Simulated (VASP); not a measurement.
# Te (P2_1/m) in VASP: a series of runs

Runs on Te. Level: PBE. Tasks: single point, relaxation of cell and atoms.

All numbers are computed with VASP 6.6.1; they aren't measurements. Logs are shortened: lines on timing, memory, paths and dates and some standing lists are left out, and cuts for length are marked.

## Step 1: The cell of the first run

The structure is monoclinic, space group P2_1/m (No. 11). Conventional cell: a = 3.185 Å, b = 4.476 Å, c = 4.374 Å, α = 90.00°, β = 93.75°, γ = 90.00°. Within 3.9 Å of Te (site symmetry m) lie 6 Te at 2.96 to 3.31 Å.

## Step 2: Single point, PBE

The input, INCAR:

```
ALGO = Normal
EDIFF = 1E-7
ENCUT = 520
GGA = PE
ISIF = 2
ISMEAR = 0
LASPH = T
LCHARG = T
LELF = T
LREAL = F
LVHAR = T
LWAVE = F
NBANDS = 13
NELM = 60
PREC = Accurate
SIGMA = 0.1
```

The input, KPOINTS:

```
k-points
0
Gamma
  6 4 4
```

The input, POSCAR:

```
Te
1.0
    3.1854294800      0.0000000000      0.0000000000
    0.0000000000      4.4757281000      0.0000000000
   -0.2860905600      0.0000000000      4.3648879000
Te
2
Direct
    0.4923043100      0.7500000000      0.2791072800
    0.5076956900      0.2500000000      0.7208927200
```

Potentials or basis: VASP PAW PBE potentials, release 64 (Te).

On the command line:

```sh
$ cat potpaw_PBE.64/Te/POTCAR > POTCAR
$ mpirun -np 1 vasp_std > vasp.out
```

OUTCAR:

```text
EDIFF = 1E-7
   ENCUT = 520
   GGA = PE
   ISIF = 2
   ISMEAR = 0
   LASPH = T
   LREAL = F
   NELM = 60
   PREC = Accurate

 ion  position               nearest neighbor table
   1  0.492  0.750  0.279-   2 2.96   2 2.96   2 3.31   2 3.31
   2  0.508  0.250  0.721-   1 2.96   1 2.96   1 3.31   1 3.31

  LATTYP: Found a simple monoclinic cell.
 ALAT       =     3.1854294800
 B/A-ratio  =     1.4050626856
 C/A-ratio  =     1.3732068424
 COS(beta)  =    -0.0654032868

  Lattice vectors:

 A1 = (   3.1854294800,   0.0000000000,   0.0000000000)
 A2 = (   0.0000000000,   4.4757281000,   0.0000000000)
 A3 = (  -0.2860905600,   0.0000000000,   4.3648879000)

Analysis of symmetry for initial positions (statically):
=====================================================================
 Subroutine PRICEL returns:
 Original cell was already a primitive cell.

 Routine SETGRP: Setting up the symmetry group for a
 simple monoclinic supercell.

 Subroutine GETGRP returns: Found  4 space group operations
 (whereof  2 operations were pure point group operations)
 out of a pool of  4 trial point group operations.

The static configuration has the point symmetry S_2 .
 The point group associated with its full space group is C_2h.

Analysis of symmetry for dynamics (positions and initial velocities):
=====================================================================
 Subroutine PRICEL returns:
 Original cell was already a primitive cell.

 Routine SETGRP: Setting up the symmetry group for a
 simple monoclinic supercell.

 Subroutine GETGRP returns: Found  4 space group operations
 (whereof  2 operations were pure point group operations)
 out of a pool of  4 trial point group operations.

The dynamic configuration has the point symmetry S_2 .
 The point group associated with its full space group is C_2h.

 Subroutine INISYM returns: Found  4 space group operations
 (whereof  2 operations are pure point group operations),
 and found     1 'primitive' translations

----------------------------------------------------------------------------------------

                                     Primitive cell

  volume of cell :      62.2307

  direct lattice vectors                    reciprocal lattice vectors
     3.185429480  0.000000000  0.000000000     0.313929411  0.000000000  0.020576070
     0.000000000  4.475728100  0.000000000     0.000000000  0.223427335  0.000000000
    -0.286090560  0.000000000  4.364887900     0.000000000  0.000000000  0.229100958

  length of vectors
     3.185429480  4.475728100  4.374253558     0.314603003  0.223427335  0.229100958

  position of ions in fractional coordinates (direct lattice)
     0.492304310  0.750000000  0.279107280
     0.507695690  0.250000000  0.720892720

  ion indices of the primitive-cell ions
   primitive index   ion index
                 1           1
                 2           2

----------------------------------------------------------------------------------------

 KPOINTS: k-points

Automatic generation of k-mesh.
 Grid dimensions read from file:
 generate k-points for:    6    4    4

 Generating k-lattice:

  Cartesian coordinates                     Fractional coordinates (reciprocal lattice)
     0.052321568  0.000000000  0.003429345     0.166666667  0.000000000  0.000000000
     0.000000000  0.055856834  0.000000000     0.000000000  0.250000000  0.000000000
     0.000000000  0.000000000  0.057275240     0.000000000  0.000000000  0.250000000

  Length of vectors
     0.052433834  0.055856834  0.057275240

  Shift w.r.t. Gamma in fractional coordinates (k-lattice)
     0.000000000  0.000000000  0.000000000

 Subroutine IBZKPT returns following result:
 ===========================================

 Found     42 irreducible k-points:

 Following reciprocal coordinates:
            Coordinates               Weight
  0.000000  0.000000  0.000000      1.000000
  0.166667  0.000000 -0.000000      2.000000
  0.333333  0.000000  0.000000      2.000000
  0.500000  0.000000  0.000000      1.000000
  0.000000  0.250000  0.000000      2.000000
  0.166667  0.250000 -0.000000      4.000000
[... 16 lines left out ...]
 -0.333333  0.250000  0.250000      4.000000
 -0.166667  0.250000  0.250000      4.000000
 [... further k-points ...]
   k-points           NKPTS =     42   k-points in BZ     NKDIM =     42   number of bands    NBANDS=     13
   number of dos      NEDOS =    301   number of ions     NIONS =      2
   total plane-waves  NPLWV =  31104
   dimension x,y,z NGX =    24 NGY =   36 NGZ =   36
   dimension x,y,z NGXF=    48 NGYF=   72 NGZF=   72
   ions per type =               2
   NGX,Y,Z   is equivalent  to a cutoff of  12.53, 13.37, 13.68 a.u.
   NGXF,Y,Z  is equivalent  to a cutoff of  25.05, 26.74, 27.36 a.u.
 SYSTEM =  unknown system
   PREC   = accura    normal or accurate (medium, high low for compatibility)
   ISTART =      0    job   : 0-new  1-cont  2-samecut
   ICHARG =      2    charge: 1-file 2-atom 10-const
   ISPIN  =      1    spin polarized calculation?
   LNONCOLLINEAR =      F non collinear calculations
   LSORBIT =      F    spin-orbit coupling
   LASPH  =      T    aspherical Exc in radial PAW
   ENCUT  =  520.0 eV  38.22 Ry    6.18 a.u.   5.92  8.32  8.13*2*pi/ulx,y,z
   NELM   =     60;   NELMIN=  2; NELMDL= -5     # of ELM steps
   EDIFF  = 0.1E-06   stopping-criterion for ELM
   LREAL  =      F    real-space projection
   EDIFFG = 0.1E-05   stopping-criterion for IOM
   NSW    =      0    number of steps for IOM
   IBRION =     -1    ionic relax: 0-MD 1-quasi-New 2-CG
   NFREE  =      0    steps in history (QN), initial steepest desc. (CG)
   ISIF   =      2    stress and relaxation
   ISYM   =      2    0-nonsym 1-usesym 2-fastsym
   POTIM  = 0.5000    time-step for ionic-motion
   TEBEG  =    0.0;   TEEND  =   0.0 temperature during run
   PSTRESS=    0.0 pullay stress
   NELECT =      12.0000    total number of electrons
   NUPDOWN=      -1.0000    fix difference up-down
   EMIN   =  10.00;   EMAX   =-10.00  energy-range for DOS
   EFERMI =   0.00;   METHOD = LEGACY
   ISMEAR =     0;   SIGMA  =   0.10  broadening in eV -4-tet -1-fermi 0-gaus
   EFERMI_NEDOS =   21; number of points for ismear=-14 and -15
   IALGO  =     38    algorithm
   IMIX   =      4    mixing-type and parameters
     AMIX     =   0.40;   BMIX     =  1.00
     AMIX_MAG =   1.60;   BMIX_MAG =  1.00
  volume/ion in A,a.u.               =      31.12       209.98
  Fermi-wavevector in a.u.,A,eV,Ry     =   0.945802  1.787307 12.170980  0.894542
  Thomas-Fermi vector in A             =   2.073739
   LORBIT       =      0    0 simple, 1 ext, 2 COOP (PROOUT), +10 PAW based schemes
   GGA     = PE    functional components
   LHFCALC =     F    Hartree Fock is set to
   AEXX    =    0.0000 exact exchange contribution
   IVDW    =     0    specifies the selected vdW correction
   LEPSILON=     F    determine dielectric tensor
   LRPA    =     F    only Hartree local field effects (RPA)
 non-spin polarized calculation
 Gauss-broadening in eV      SIGMA  =   0.10
  energy-cutoff  :      520.00
  volume of cell :       62.23
 maximum number of plane-waves:      1692
   NGX = 11   NGY = 17   NGZ = 17

 number of electron      12.0000000 magnetization

 Free energy of the ion-electron system (eV)
  ---------------------------------------------------
  ext. energy  EPLUGINS =         0.00000000
  ---------------------------------------------------
  free energy    TOTEN  =        -5.98823282 eV

  energy without entropy =       -5.97864754  energy(sigma->0) =       -5.98344018

 E-fermi :   7.1018     XC(G=0):  -9.4884

 val. band max:        7.0883006089   @ k =   0.1667   0.2500  -0.0000
 cond. band min:       7.2716813029   @ k =  -0.1667   0.0000   0.2500
 fundamental gap:      0.1833806940
 Fermi energy:         7.1018281062

 k-point     1 :       0.0000    0.0000    0.0000
  band No.  band energies     occupation
      1      -7.0076      2.00000
      2      -2.8902      2.00000
      3       2.1463      2.00000
      4       2.6768      2.00000
      5       7.6045      0.00000
      6       8.0341      0.00000
      7       8.6330      0.00000
      8       9.8633      0.00000
      9      11.0670      0.00000
     10      12.9262      0.00000
     11      13.2749      0.00000
     12      13.7759      0.00000
     13      17.8319      0.00000

 k-point     2 :       0.1667    0.0000   -0.0000
  band No.  band energies     occupation
      1      -6.6861      2.00000
      2      -2.5552      2.00000
      3       2.4336      2.00000
      4       2.9622      2.00000
      5       5.3680      2.00000
      6       7.9374      0.00000
      7       8.8187      0.00000
      8       8.9109      0.00000
      9      10.1924      0.00000
     10      13.5711      0.00000
     11      13.9854      0.00000
     12      15.3545      0.00000
     13      15.7470      0.00000

 k-point     3 :       0.3333    0.0000    0.0000
  band No.  band energies     occupation
      1      -5.8645      2.00000
      2      -1.6717      2.00000
      3       2.1837      2.00000
      4       3.1215      2.00000
      5       3.6548      2.00000
      6       5.7092      2.00000
      7       8.6774      0.00000
      8       9.5654      0.00000
      9      11.0881      0.00000
     10      12.4293      0.00000
     11      12.8577      0.00000
     12      14.3894      0.00000
     13      15.1053      0.00000

 k-point     4 :       0.5000    0.0000    0.0000
  band No.  band energies     occupation
      1      -5.2849      2.00000
      2      -1.0059      2.00000
      3       0.7794      2.00000
      4       3.5553      2.00000
      5       3.8670      2.00000
      6       4.4486      2.00000
      7       9.1378      0.00000
      8       9.9660      0.00000
      9      11.2581      0.00000
     10      11.5771      0.00000
     11      12.1243      0.00000
     12      14.0311      0.00000
     13      14.9632      0.00000

 k-point     5 :       0.0000    0.2500    0.0000
  band No.  band energies     occupation
      1      -6.6057      2.00000
      2      -3.8634      2.00000
      3       2.9152      2.00000
      4       3.1306      2.00000
      5       6.8490      1.99965
      6       7.0617      1.43001
      7       8.3700      0.00000
      8      10.3877      0.00000
      9      10.5038      0.00000
     10      13.3836      0.00000
     11      15.7484      0.00000
     12      15.8670      0.00000
     13      16.4575      0.00000
[... 257 lines left out ...]
 k-point    22 :       0.5000    0.2500    0.2500
  band No.  band energies     occupation
      1      -4.5485      2.00000
      2      -2.3304      2.00000
      3       1.4767      2.00000
      4       2.8063      2.00000
      5       3.3794      2.00000
      6       5.2965      2.00000
      7       7.3058      0.00393
      8       9.8038      0.00000
      9      10.4869      0.00000
     10      11.9165      0.00000
     11      13.7591      0.00000
     12      14.2795      0.00000
     13      16.4215      0.00000

 k-point    23 :      -0.3333    0.2500    0.2500
  band No.  band energies     occupation
      1      -5.1673      2.00000
      2      -2.9162      2.00000
      3       2.4426      2.00000
      4       3.0082      2.00000
      5       4.6128      2.00000
      6       4.9572      2.00000
      7       6.7294      2.00000
      8      10.0203      0.00000
      9      10.8854      0.00000
     10      12.6992      0.00000
     11      13.0705      0.00000
     12      15.5207      0.00000
     13      15.6809      0.00000

 k-point    24 :      -0.1667    0.2500    0.2500
  band No.  band energies     occupation
      1      -5.9775      2.00000
      2      -3.7798      2.00000
      3       1.7111      2.00000
      4       4.1541      2.00000
      5       5.9565      2.00000
      6       6.2234      2.00000
      7       7.7546      0.00000
      8       9.3781      0.00000
      9      11.9705      0.00000
     10      14.0132      0.00000
     11      14.5297      0.00000
     12      15.3785      0.00000
     13      17.2320      0.00000

 [... further k-points ...]

------------------------ aborting loop because EDIFF is reached ----------------------------------------

  FORCE on cell =-STRESS in cart. coord.  units (eV):
  Direction    XX          YY          ZZ          XY          YZ          ZX
  --------------------------------------------------------------------------------------
  -------------------------------------------------------------------------------------
  Total        2.0710846      1.6927144      1.0587367      0.0000000      0.0000000     -0.0082344
  in kB       53.3216570     43.5802275     27.2579853      0.0000000      0.0000000     -0.2120003
  external PRESSURE =      41.3866232 kB  Pullay stress =       0.0000000 kB

 VOLUME and BASIS-vectors are now :
 -----------------------------------------------------------------------------
  energy-cutoff  :      520.00
  volume of cell :       62.23
      direct lattice vectors                 reciprocal lattice vectors
     3.185429480  0.000000000  0.000000000     0.313929411  0.000000000  0.020576070
     0.000000000  4.475728100  0.000000000     0.000000000  0.223427335  0.000000000
    -0.286090560  0.000000000  4.364887900     0.000000000  0.000000000  0.229100958

 POSITION                                       TOTAL-FORCE (eV/Angst)
 -----------------------------------------------------------------------------------
      1.48835      3.35680      1.21827         0.064871     -0.000000     -0.882621
      1.41099      1.11893      3.14662        -0.064871      0.000000      0.882621
 -----------------------------------------------------------------------------------
    total drift:                               -0.000000      0.000000     -0.000000

  FREE ENERGIE OF THE ION-ELECTRON SYSTEM (eV)
  ---------------------------------------------------
  free  energy   TOTEN  =        -5.9882328215 eV

  energy  without entropy=       -5.9786475441  energy(sigma->0) =       -5.98344018
```

It took 20 s on 1 thread of Intel Xeon Platinum 8488C (Sapphire Rapids), shared host; peak memory 0.18 GiB.

Results:

| Item | Value |
| --- | --- |
| Free energy | -5.9882 eV |
| Pressure | 4.1 GPa |
| Largest force | 0.885 eV/Å |
| Band gap on the k mesh | zero (bands 6 and 7 overlap by 3.58 eV) |

Forces on the atoms (eV/Å):
```
Te   0.065  0.000 -0.883
Te  -0.065  0.000  0.883
```

Caveat: the cell stands under pressure; spin-orbit coupling is left out, which moves the levels of the heavy elements.

## Step 3: Relaxation of cell and atoms, PBE

The input, INCAR:

```
SYSTEM = Te
PREC     = Accurate       ! precision mode
ENCUT    = 600            ! plane-wave cutoff, eV
EDIFF    = 1E-7           ! SCF threshold, eV
ISMEAR   = 0              ! smearing method
SIGMA    = 0.1            ! smearing width, eV
LREAL    = .False.        ! projectors in reciprocal space
LASPH    = .True.         ! aspherical terms in the spheres
NELM     = 60             ! most SCF steps
ALGO     = Normal         ! electronic algorithm
ISIF     = 3              ! what is computed and relaxed
LWAVE    = .False.        ! write WAVECAR
LCHARG   = .False.        ! write CHGCAR
GGA      = PE             ! functional
IBRION   = 2              ! ionic algorithm
NSW      = 90             ! ionic steps
EDIFFG   = -0.04          ! ionic threshold
```

The input, KPOINTS:

```
Automatic mesh
0
Gamma
  6 4 4
  0 0 0
```

POSCAR is that of step 2.

Potentials or basis: VASP PAW PBE potentials, release 64 (Te).

On the command line:

```sh
$ cat potpaw_PBE.64/Te/POTCAR > POTCAR
$ mpirun -np 1 vasp_std > vasp.out
```

Run time: 3.8 min. Hardware: 1 thread of Intel Xeon Platinum 8488C (Sapphire Rapids), shared host; peak memory 0.21 GiB.

It converged, with:

- Free energy: -6.2027 eV
- Relaxed volume: 33.66 Å³/atom
- Relaxed cell: a = 3.482 Å, b = 4.405 Å, c = 4.389 Å, α = 90.00°, β = 89.75°, γ = 90.00°
- Space group after relaxing (to 0.1 Å): P4/mmm (No. 123)
- Energy gained by relaxing: 107.2 meV/atom
- Ionic steps: 14
- Pressure after relaxing: 0.0 GPa
- Largest force after relaxing: 0.016 eV/Å
- Band gap on the k mesh: zero (bands 6 and 7 overlap by 3.13 eV)

Forces in eV/Å, atoms in the order of the input:
```
Te   0.003  0.000  0.016
Te  -0.003  0.000 -0.016
```

The path:
```csv
step,energy change (eV),largest force (eV/Å),pressure (GPa),volume (Å³)
1,0.0000,0.8848,4.14,62.23
2,-0.0932,0.3410,-2.15,69.74
3,-0.1001,0.4319,-1.06,67.99
4,-0.1499,0.4255,-0.67,67.46
5,-0.1662,0.1780,1.92,65.60
6,-0.1929,0.2524,0.38,66.59
7,-0.1941,0.1806,0.62,66.40
8,-0.2023,0.0699,-0.27,67.75
9,-0.2023,0.0618,-0.23,67.68
10,-0.2079,0.0749,0.02,67.35
11,-0.2116,0.1097,0.45,66.75
12,-0.2133,0.0509,-0.41,67.84
13,-0.2137,0.0680,-0.15,67.51
14,-0.2144,0.0162,-0.01,67.32
```

Final structure:
```
Te
1.0
     3.47918    0.00000    0.13424
     0.00000    4.40521    0.00000
    -0.15036    0.00000    4.38645
Te
2
Direct
  0.49959 0.75000 0.24960
  0.50041 0.25000 0.75040
```

Levels at points of the mesh, in eV from the Fermi level:
| k point | band 4 | band 5 | band 6 | band 7 | band 8 | band 9 |
| --- | --- | --- | --- | --- | --- | --- |
| (0.00, 0.00, 0.00) | -4.21 | -0.35 | 1.96 | 1.98 | 2.37 | 2.83 |
| (0.50, 0.00, 0.00) | -3.42 | -3.38 | -1.74 | 2.74 | 2.76 | 3.91 |
| (0.00, 0.50, 0.00) | -2.17 | -1.85 | -1.85 | 1.03 | 1.03 | 6.36 |
| (0.50, 0.50, 0.00) | -3.89 | -1.32 | -1.32 | -0.83 | -0.83 | 5.71 |
| (0.00, 0.00, 0.50) | -2.18 | -1.89 | -1.88 | 1.03 | 1.04 | 6.37 |
| (0.50, 0.00, 0.50) | -3.87 | -1.36 | -1.33 | -0.86 | -0.86 | 5.67 |
| (0.00, 0.50, 0.50) | -5.98 | 1.27 | 1.27 | 3.57 | 3.57 | 7.43 |
| (0.50, 0.50, 0.50) | -5.03 | -3.50 | -3.50 | 2.37 | 2.37 | 4.31 |

Caveat: spin-orbit coupling is left out, which moves the levels of the heavy elements.

The gap in the log of VASP goes by the Fermi energy; the results here count the filled bands.